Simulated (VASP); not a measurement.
Write the native input for VASP 6.6.1 that does the following.

| Quantity | Value |
| --- | --- |
| Task | single point |
| Functional | PBE |
| Potentials or basis | VASP PAW PBE potentials, release 64 (Ba_sv, Ti_sv, O) |
| Cutoff | 520 eV |
| k mesh | 6 × 6 × 6 |
| Occupations | gaussian, width 0.01 eV |
| Spin | no spin polarisation |
| Dipole correction | no |
| Further INCAR settings | ALGO = Normal; EDIFF = 1e-06; NBANDS = 28 |

The structure of BaTiO3 lies in POSCAR:

```
BaTiO3
1.0
    3.9861129181      0.0000000000      0.0000000000
    0.0000000000      3.9861129181      0.0000000000
    0.0000000000      0.0000000000      4.1980356709
Ba Ti O
1 1 3
Direct
    0.0000000000      0.0000000000     -0.0104426122
    0.5000000000      0.5000000000      0.4722700988
    0.5000000000      0.5000000000      0.0405145067
    0.5000000000      0.0000000000      0.5203290034
    0.0000000000      0.5000000000      0.5203290034
```

These files were run (other wordings do the same):

INCAR

```
  PREC = Accurate
  ENCUT = 520
  EDIFF = 1E-6
  ISMEAR = 0
  SIGMA = 0.01
  LREAL = False
  LASPH = True
  NELM = 100
  ALGO = Normal
  ISIF = 2
  LWAVE = False
  LCHARG = False
  GGA = PE
  NBANDS = 28
```

KPOINTS

```
regular mesh
0
Gamma
  6 6 6
```

Potentials or basis: VASP PAW PBE potentials, release 64 (Ba_sv, Ti_sv, O).

Command:

```bash
$ cat potpaw_PBE.64/Ba_sv/POTCAR potpaw_PBE.64/Ti_sv/POTCAR potpaw_PBE.64/O/POTCAR > POTCAR
$ mpirun -np 1 vasp_std > vasp.out
```

It gave:

- Pressure: 1.6 GPa
- Largest force: 0.084 eV/Å
- Band gap on the k mesh: 1.79 eV, indirect (least direct gap 2.35 eV)

Caveat: spin-orbit coupling is left out, which moves the levels of the heavy elements.

Wall time 38 s on 1 thread of Intel(R) Xeon(R) 6975P-C (Granite Rapids), with other jobs on the host, peak memory 0.22 GiB.
